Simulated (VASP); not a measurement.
# HfSi3O8 (P1) in VASP: single point with PBE

Aim: the single point of HfSi3O8 with PBE.

Everything below comes from runs of VASP 6.6.1. Logs are shortened: lines on timing, memory, paths and dates and some standing lists are left out, and cuts for length are marked.

## Step 1: The cell of the first run

The typed cell holds 12 atoms: a = 4.873 Å, b = 4.345 Å, c = 5.321 Å, α = 83.66°, β = 99.58°, γ = 85.98°.

## Step 2: Single point, PBE

INCAR reads:

```
SYSTEM = HfSi3O8
ALGO     = Normal         ! electronic algorithm
EDIFF    = 1E-7           ! SCF threshold, eV
ENCUT    = 520            ! plane-wave cutoff, eV
GGA      = PE             ! functional
ISIF     = 2              ! what is computed and relaxed
ISMEAR   = -1             ! smearing method
LASPH    = .TRUE.         ! aspherical terms in the spheres
LCHARG   = .FALSE.        ! write CHGCAR
LREAL    = .FALSE.        ! projectors in reciprocal space
LWAVE    = .FALSE.        ! write WAVECAR
NBANDS   = 47             ! bands
NELM     = 60             ! most SCF steps
PREC     = Accurate       ! precision mode
SIGMA    = 0.02           ! smearing width, eV
```

KPOINTS reads:

```
k-points
0
G
  6 6 6
  0 0 0
```

POSCAR reads:

```
HfSi3O8
1.0
    4.8702156845      0.1613855609     -0.0274224236
    0.1631602789      4.3321731153      0.2930469883
   -0.8650350669      0.2674049619      5.2432215939
Hf Si O
1 3 8
Direct
    0.3015020178      0.4513604655      0.7197010355
    0.7816501707      0.9268022481      0.8179305266
    0.7328178239      0.5176577973      0.3397149052
    0.2583222080      0.0842579005      0.2122708688
    0.4497740600      0.8507160955      0.8060080411
    0.6411626022      0.2627947962      0.5899649596
    0.5085520839      0.3002611882      0.1185945882
    0.4170558741      0.7509498463      0.3436039134
    0.0749741432      0.2592407401      0.3976638654
    0.8687066783      0.7274590854      0.1164617025
    0.9157292673      0.7133546862      0.6118234170
    0.0497530707      0.1551451506      0.9262621764
```

Potentials or basis: VASP PAW PBE potentials, release 64 (Hf_pv, Si, O).

The run is started by

```
$ cat potpaw_PBE.64/Hf_pv/POTCAR potpaw_PBE.64/Si/POTCAR potpaw_PBE.64/O/POTCAR > POTCAR
$ mpirun -np 1 vasp_std > vasp.out
```

OUTCAR:

```text
SYSTEM = HfSi3O8
   EDIFF = 1E-7
   ENCUT = 520
   GGA = PE
   ISIF = 2
   ISMEAR = -1
   LASPH = .TRUE.
   LREAL = .FALSE.
   NELM = 60
   PREC = Accurate

 ion  position               nearest neighbor table
   1  0.302  0.451  0.720-   5 2.00   6 2.05  11 2.09   9 2.16  12 2.17   7 2.20   8 2.43   5 2.63
                             4 2.96   2 3.09   3 3.12   3 3.16   2 3.24   4 3.27   2 3.30
   2  0.782  0.927  0.818-   5 1.67  11 1.69  10 1.70  12 1.76   6 1.81   4 3.03   1 3.09   1 3.24
                             1 3.30
   3  0.733  0.518  0.340-  10 1.67   6 1.77   8 1.79   7 1.85  11 1.89   9 1.90   4 3.12   1 3.12
                             1 3.16
   4  0.258  0.084  0.212-   8 1.62   9 1.65  12 1.67   7 1.70  10 2.56   1 2.96   2 3.03   3 3.12
                             1 3.27
   5  0.450  0.851  0.806-   2 1.67   1 2.00   1 2.63
   6  0.641  0.263  0.590-   3 1.77   2 1.81   1 2.05
   7  0.509  0.300  0.119-   4 1.70   3 1.85   1 2.20
   8  0.417  0.751  0.344-   4 1.62   3 1.79   1 2.43
   9  0.075  0.259  0.398-   4 1.65   3 1.90   1 2.16
  10  0.869  0.727  0.116-   3 1.67   2 1.70   4 2.56
  11  0.916  0.713  0.612-   2 1.69   3 1.89   1 2.09
  12  0.050  0.155  0.926-   4 1.67   2 1.76   1 2.17

  LATTYP: Found a triclinic cell.
 ALAT       =     6.2971850901
 B/A-ratio  =     0.6900127037
 C/A-ratio  =     1.2370599519
 COS(alpha) =     0.0315544969
 COS(beta)  =     0.5937698880
 COS(gamma) =     0.6357135855

  Lattice vectors:

 A1 = (   4.7070554056,  -4.1707875544,  -0.3204694119)
 A2 = (  -0.1631602789,  -4.3321731153,  -0.2930469883)
 A3 = (   5.7352507514,  -0.1060194010,  -5.2706440175)

Analysis of symmetry for initial positions (statically):
=====================================================================
 Subroutine PRICEL returns:
 Original cell was already a primitive cell.

 Routine SETGRP: Setting up the symmetry group for a
 triclinic supercell.

 Subroutine GETGRP returns: Found  1 space group operations
 (whereof  1 operations were pure point group operations)
 out of a pool of  2 trial point group operations.

The static configuration has the point symmetry C_1 .

Analysis of symmetry for dynamics (positions and initial velocities):
=====================================================================
 Subroutine PRICEL returns:
 Original cell was already a primitive cell.

 Routine SETGRP: Setting up the symmetry group for a
 triclinic supercell.

 Subroutine GETGRP returns: Found  1 space group operations
 (whereof  1 operations were pure point group operations)
 out of a pool of  2 trial point group operations.

The dynamic configuration has the point symmetry C_1 .

 Subroutine INISYM returns: Found  1 space group operations
 (whereof  1 operations are pure point group operations),
 and found     1 'primitive' translations

----------------------------------------------------------------------------------------

                                     Primitive cell

  volume of cell :     109.9602

  direct lattice vectors                    reciprocal lattice vectors
     4.870215684  0.161385561 -0.027422424     0.205858043 -0.010085303  0.034477140
     0.163160279  4.332173115  0.293046988    -0.007762022  0.232010401 -0.013113151
    -0.865035067  0.267404962  5.243221594     0.001510477 -0.013019956  0.191635657

  length of vectors
     4.872966048  4.345137710  5.320823598     0.208968707  0.232510279  0.192083383

  position of ions in fractional coordinates (direct lattice)
     0.301502018  0.451360466  0.719701036
     0.781650171  0.926802248  0.817930527
     0.732817824  0.517657797  0.339714905
     0.258322208  0.084257900  0.212270869
     0.449774060  0.850716095  0.806008041
     0.641162602  0.262794796  0.589964960
     0.508552084  0.300261188  0.118594588
     0.417055874  0.750949846  0.343603913
     0.074974143  0.259240740  0.397663865
     0.868706678  0.727459085  0.116461702
     0.915729267  0.713354686  0.611823417
     0.049753071  0.155145151  0.926262176

  ion indices of the primitive-cell ions
   primitive index   ion index
                 1           1
                 2           2
                 3           3
                 4           4
                 5           5
                 6           6
                 7           7
                 8           8
                 9           9
                10          10
                11          11
                12          12

----------------------------------------------------------------------------------------

 KPOINTS: k-points

Automatic generation of k-mesh.
 Grid dimensions read from file:
 generate k-points for:    6    6    6

 Generating k-lattice:

  Cartesian coordinates                     Fractional coordinates (reciprocal lattice)
     0.034309674 -0.001680884  0.005746190     0.166666667  0.000000000  0.000000000
    -0.001293670  0.038668400 -0.002185525     0.000000000  0.166666667  0.000000000
     0.000251746 -0.002169993  0.031939276    -0.000000000 -0.000000000  0.166666667

  Length of vectors
     0.034828118  0.038751713  0.032013897

  Shift w.r.t. Gamma in fractional coordinates (k-lattice)
     0.000000000  0.000000000  0.000000000

 Subroutine IBZKPT returns following result:
 ===========================================

 Found    112 irreducible k-points:

 Following reciprocal coordinates:
            Coordinates               Weight
  0.000000  0.000000  0.000000      1.000000
  0.166667  0.000000  0.000000      2.000000
  0.333333  0.000000 -0.000000      2.000000
  0.500000  0.000000 -0.000000      1.000000
  0.000000  0.166667  0.000000      2.000000
  0.166667  0.166667  0.000000      2.000000
[... 16 lines left out ...]
  0.333333 -0.000000  0.166667      2.000000
  0.500000 -0.000000  0.166667      2.000000
 [... further k-points ...]
   k-points           NKPTS =    112   k-points in BZ     NKDIM =    112   number of bands    NBANDS=     47
   number of dos      NEDOS =    301   number of ions     NIONS =     12
   total plane-waves  NPLWV =  46080
   dimension x,y,z NGX =    36 NGY =   32 NGZ =   40
   dimension x,y,z NGXF=    72 NGYF=   64 NGZF=   80
   ions per type =               1   3   8
   NGX,Y,Z   is equivalent  to a cutoff of  12.28, 12.24, 12.50 a.u.
   NGXF,Y,Z  is equivalent  to a cutoff of  24.56, 24.49, 25.00 a.u.
 SYSTEM =  HfSi3O8
   PREC   = accura    normal or accurate (medium, high low for compatibility)
   ISTART =      0    job   : 0-new  1-cont  2-samecut
   ICHARG =      2    charge: 1-file 2-atom 10-const
   ISPIN  =      1    spin polarized calculation?
   LNONCOLLINEAR =      F non collinear calculations
   LSORBIT =      F    spin-orbit coupling
   LASPH  =      T    aspherical Exc in radial PAW
   ENCUT  =  520.0 eV  38.22 Ry    6.18 a.u.   9.06  8.08  9.89*2*pi/ulx,y,z
   NELM   =     60;   NELMIN=  2; NELMDL= -5     # of ELM steps
   EDIFF  = 0.1E-06   stopping-criterion for ELM
   LREAL  =      F    real-space projection
   EDIFFG = 0.1E-05   stopping-criterion for IOM
   NSW    =      0    number of steps for IOM
   IBRION =     -1    ionic relax: 0-MD 1-quasi-New 2-CG
   NFREE  =      0    steps in history (QN), initial steepest desc. (CG)
   ISIF   =      2    stress and relaxation
   ISYM   =      2    0-nonsym 1-usesym 2-fastsym
   POTIM  = 0.5000    time-step for ionic-motion
   TEBEG  =    0.0;   TEEND  =   0.0 temperature during run
   PSTRESS=    0.0 pullay stress
   NELECT =      70.0000    total number of electrons
   NUPDOWN=      -1.0000    fix difference up-down
   EMIN   =  10.00;   EMAX   =-10.00  energy-range for DOS
   EFERMI =   0.00;   METHOD = LEGACY
   ISMEAR =    -1;   SIGMA  =   0.02  broadening in eV -4-tet -1-fermi 0-gaus
   EFERMI_NEDOS =   21; number of points for ismear=-14 and -15
   IALGO  =     38    algorithm
   IMIX   =      4    mixing-type and parameters
     AMIX     =   0.40;   BMIX     =  1.00
     AMIX_MAG =   1.60;   BMIX_MAG =  1.00
  volume/ion in A,a.u.               =       9.16        61.84
  Fermi-wavevector in a.u.,A,eV,Ry     =   1.408302  2.661305 26.984625  1.983314
  Thomas-Fermi vector in A             =   2.530473
   LORBIT       =      0    0 simple, 1 ext, 2 COOP (PROOUT), +10 PAW based schemes
   GGA     = PE    functional components
[... 5 lines left out ...]
 non-spin polarized calculation
  energy-cutoff  :      520.00
  volume of cell :      109.96
 maximum number of plane-waves:      2982
   NGX = 19   NGY = 17   NGZ = 19

 number of electron      70.0000006 magnetization

 Free energy of the ion-electron system (eV)
  ---------------------------------------------------
  ext. energy  EPLUGINS =         0.00000000
  ---------------------------------------------------
  free energy    TOTEN  =       -98.44681703 eV

  energy without entropy =      -98.44681703  energy(sigma->0) =      -98.44681703

 E-fermi :   6.2277     XC(G=0): -11.7165

 val. band max:        5.7766412828   @ k =   0.0000   0.5000   0.0000
 cond. band min:      10.1823292766   @ k =   0.5000   0.5000   0.5000
 fundamental gap:      4.4056879939
 Fermi energy:         6.2276761678

 k-point     1 :       0.0000    0.0000    0.0000
  band No.  band energies     occupation
      1     -24.1805      2.00000
      2     -24.1164      2.00000
      3     -24.0327      2.00000
      4     -15.1133      2.00000
      5     -13.0248      2.00000
      6     -12.9870      2.00000
[... 39 lines left out ...]
     46      16.1138      0.00000
     47      16.5224      0.00000

 k-point     2 :       0.1667    0.0000    0.0000
  band No.  band energies     occupation
      1     -24.1841      2.00000
      2     -24.1164      2.00000
      3     -24.0328      2.00000
      4     -15.0002      2.00000
      5     -13.2861      2.00000
      6     -12.8075      2.00000
[... 39 lines left out ...]
     46      15.7665      0.00000
     47      16.4397      0.00000

 k-point     3 :       0.3333    0.0000   -0.0000
  band No.  band energies     occupation
      1     -24.1913      2.00000
      2     -24.1163      2.00000
      3     -24.0330      2.00000
      4     -14.6817      2.00000
      5     -13.7104      2.00000
      6     -12.6873      2.00000
[... 39 lines left out ...]
     46      15.9582      0.00000
     47      16.3589      0.00000

 k-point     4 :       0.5000    0.0000   -0.0000
  band No.  band energies     occupation
      1     -24.1949      2.00000
      2     -24.1162      2.00000
      3     -24.0330      2.00000
      4     -14.2199      2.00000
      5     -14.2172      2.00000
      6     -12.6683      2.00000
[... 939 lines left out ...]
     46      15.8634      0.00000
     47      16.4361      0.00000

 k-point    23 :       0.3333   -0.0000    0.1667
  band No.  band energies     occupation
      1     -24.1914      2.00000
      2     -24.1176      2.00000
      3     -24.0328      2.00000
      4     -14.5203      2.00000
      5     -13.8569      2.00000
      6     -12.8618      2.00000
[... 39 lines left out ...]
     46      16.0469      0.00000
     47      16.4156      0.00000

 k-point    24 :       0.5000   -0.0000    0.1667
  band No.  band energies     occupation
      1     -24.1951      2.00000
      2     -24.1173      2.00000
      3     -24.0328      2.00000
      4     -14.2758      2.00000
      5     -14.0394      2.00000
      6     -12.8556      2.00000
[... 39 lines left out ...]
     46      16.0404      0.00000
     47      16.4471      0.00000

 [... further k-points ...]
[... 5 lines left out ...]
  --------------------------------------------------------------------------------------
  -------------------------------------------------------------------------------------
  Total        4.9401265      4.4142686      4.7486755      0.0252191     -0.4322079     -0.1184630
  in kB       71.9802453     64.3182190     69.1907043      0.3674550     -6.2974973     -1.7260681
  external PRESSURE =      68.4963895 kB  Pullay stress =       0.0000000 kB

 VOLUME and BASIS-vectors are now :
 -----------------------------------------------------------------------------
  energy-cutoff  :      520.00
  volume of cell :      109.96
      direct lattice vectors                 reciprocal lattice vectors
     4.870215684  0.161385561 -0.027422424     0.205858043 -0.010085303  0.034477140
     0.163160279  4.332173115  0.293046988    -0.007762022  0.232010401 -0.013113151
    -0.865035067  0.267404962  5.243221594     0.001510477 -0.013019956  0.191635657

 POSITION                                       TOTAL-FORCE (eV/Angst)
 -----------------------------------------------------------------------------------
      0.91946      2.19648      3.89755        -0.019917     -0.015837     -0.010379
      3.25048      4.35993      4.53875         0.044557      0.110983      0.025545
      3.35958      2.45169      1.91280         0.016675     -0.029451      0.020967
      1.08821      0.46347      1.13059        -0.010663     -0.107341      0.031153
      1.63207      3.97357      4.46304        -0.389402     -0.066457     -0.006438
      2.65514      1.39971      3.15275        -0.142389     -0.004594      0.013684
      2.42316      1.41457      0.69586         0.169106      0.086165     -0.244893
      1.85645      3.41243      2.01022        -0.031416     -0.261379      0.190531
      0.06344      1.24151      2.15895        -0.142087      0.110106      0.275774
      4.24874      3.32282      0.79999         0.255707      0.069212      0.052740
      4.04694      3.40177      3.39186         0.248924     -0.101986     -0.091144
     -0.53363      0.92783      4.90070         0.000906      0.210580     -0.257540
 -----------------------------------------------------------------------------------
    total drift:                                0.000111     -0.000177     -0.000066

  FREE ENERGIE OF THE ION-ELECTRON SYSTEM (eV)
  ---------------------------------------------------
  free  energy   TOTEN  =       -98.4468170260 eV

  energy  without entropy=      -98.4468170260  energy(sigma->0) =      -98.44681703
```

Run time: 17 min. Hardware: 1 thread of AMD EPYC 7R13, shared host; peak memory 0.5 GiB.

What came out:

- Free energy: -98.4468 eV
- Pressure: 6.8 GPa
- Largest force: 0.395 eV/Å
- Band gap on the k mesh: 4.41 eV, indirect (least direct gap 4.61 eV)

Forces in eV/Å, atoms in the order of the input:
```
Hf  -0.020 -0.016 -0.010
Si   0.045  0.111  0.026
Si   0.017 -0.029  0.021
Si  -0.011 -0.107  0.031
O   -0.389 -0.066 -0.006
O   -0.142 -0.005  0.014
O    0.169  0.086 -0.245
O   -0.031 -0.261  0.191
O   -0.142  0.110  0.276
O    0.256  0.069  0.053
O    0.249 -0.102 -0.091
O    0.001  0.211 -0.258
```

Levels at points of the mesh, in eV from the valence-band top:
| k point | band 31 | band 32 | band 33 | band 34 | band 35 | band 36 | band 37 | band 38 | band 39 | band 40 |
| --- | --- | --- | --- | --- | --- | --- | --- | --- | --- | --- |
| (0.00, 0.00, 0.00) | -1.45 | -1.06 | -0.69 | -0.61 | -0.04 | 4.80 | 5.21 | 5.82 | 6.53 | 7.19 |
| (0.50, 0.00, 0.00) | -1.47 | -1.30 | -0.86 | -0.66 | -0.13 | 4.65 | 5.75 | 6.26 | 6.92 | 7.29 |
| (0.00, 0.50, 0.00) | -1.51 | -1.21 | -0.91 | -0.58 | 0.00 | 4.72 | 5.39 | 6.11 | 6.60 | 7.41 |
| (0.50, 0.50, 0.00) | -1.61 | -1.31 | -0.93 | -0.64 | -0.17 | 4.53 | 5.20 | 6.37 | 6.69 | 6.93 |
| (0.00, 0.00, 0.50) | -1.56 | -1.31 | -1.11 | -0.70 | -0.44 | 5.04 | 5.87 | 6.09 | 6.82 | 7.35 |
| (0.50, 0.00, 0.50) | -1.81 | -1.28 | -1.05 | -0.88 | -0.22 | 4.76 | 5.98 | 6.13 | 6.80 | 7.59 |
| (0.00, 0.50, 0.50) | -1.43 | -1.21 | -1.01 | -0.72 | -0.13 | 4.96 | 5.48 | 6.20 | 6.66 | 7.51 |
| (0.50, 0.50, 0.50) | -1.62 | -1.35 | -1.03 | -0.89 | -0.23 | 4.41 | 5.33 | 6.30 | 6.51 | 7.10 |

Caveat: spin-orbit coupling is left out, which moves the levels of the heavy elements.
